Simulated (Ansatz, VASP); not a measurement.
## Two plane-wave programs on PbO2

```
CELL_PARAMETERS angstrom
1.72316 0.99487 4.44785
-1.72316 0.99487 4.44785
0.00000 -1.98974 4.44785
ATOMIC_POSITIONS crystal
Pb 0.00000 0.00000 0.00000
O 0.25565 0.25565 0.25565
O 0.74435 0.74435 0.74435
```

Alike in both runs: functional PBE; k mesh 12 × 12 × 12; occupations gaussian, width 0.05 eV; no spin polarisation.

Ansatz relaxed the structure, and its values are those at the end. VASP's run is a single point on that final structure, the one shown.

|  | VASP | Ansatz |
| --- | --- | --- |
| version | VASP 6.6.1 | Ansatz 0.2.0 |
| potentials or method | VASP PAW PBE potentials, release 64 (Pb_d, O), cutoff 520 eV | scalar-relativistic, plane waves, PAW |
| valence electrons in the cell | 26 | 26 |

|  | VASP | Ansatz | Ansatz less VASP |
| --- | --- | --- | --- |
| gap on the k mesh at the Fermi level (eV) | 0.11 | 0.13 | +0.022 |
| least direct gap on the mesh (eV) | 0.17 | 0.19 | +0.022 |
| pressure (GPa) | 0.3 | 0.0 | -0.28 |
| rms of the force components (eV/Å) | 0.015 | 0.000 | -0.0153 |

Neither program's run includes spin-orbit coupling.
